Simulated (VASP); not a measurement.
## AlN: single point with LDA

The system is AlN.

```
CELL_PARAMETERS angstrom
3.06311 0.00000 0.00000
-1.53155 2.65273 0.00000
0.00000 0.00000 4.90274
ATOMIC_POSITIONS crystal
Al 0.31726 0.63452 0.00152
Al 0.68274 0.36548 0.50152
N 0.34768 0.69536 0.38348
N 0.65232 0.30464 0.88348
```

```yaml
Program: VASP 6.6.1
Task: single point
Functional: LDA
Potentials_or_basis: VASP PAW LDA potentials, release 64 (Al, N)
Cutoff: 520 eV
k_mesh: 9 × 9 × 6
Occupations: gaussian, width 0.05 eV
Spin: no spin polarisation
```

- Pressure: 6.0 GPa
- Largest force: 0.460 eV/Å
- Band gap on the k mesh: 4.56 eV, direct

Forces on the atoms (eV/Å):
```
Al   0.000  0.457  0.049
Al   0.000 -0.457  0.049
N    0.000 -0.224 -0.049
N    0.000  0.224 -0.049
```

Stress tensor (GPa, compression positive):
```
6.25 0.00 0.00
0.00 5.86 0.00
0.00 0.00 5.83
```

Levels at points of the mesh, in eV from the valence-band top:
```tsv
k point	band 4	band 5	band 6	band 7	band 8	band 9	band 10	band 11	band 12	band 13
(0.00, 0.00, 0.00)	-0.99	-0.89	-0.42	-0.16	0.00	4.56	6.89	10.69	10.96	11.57
(0.00, 0.00, 0.50)	-3.45	-0.65	-0.65	-0.59	-0.59	6.73	6.73	10.45	10.45	11.51
```

Run time: 54 s on 1 thread of Intel Xeon 8259CL, on a shared host, peak memory 0.17 GiB.

A k mesh can miss the band edges. A hybrid or GW would open this gap; LDA tends to underestimate it.
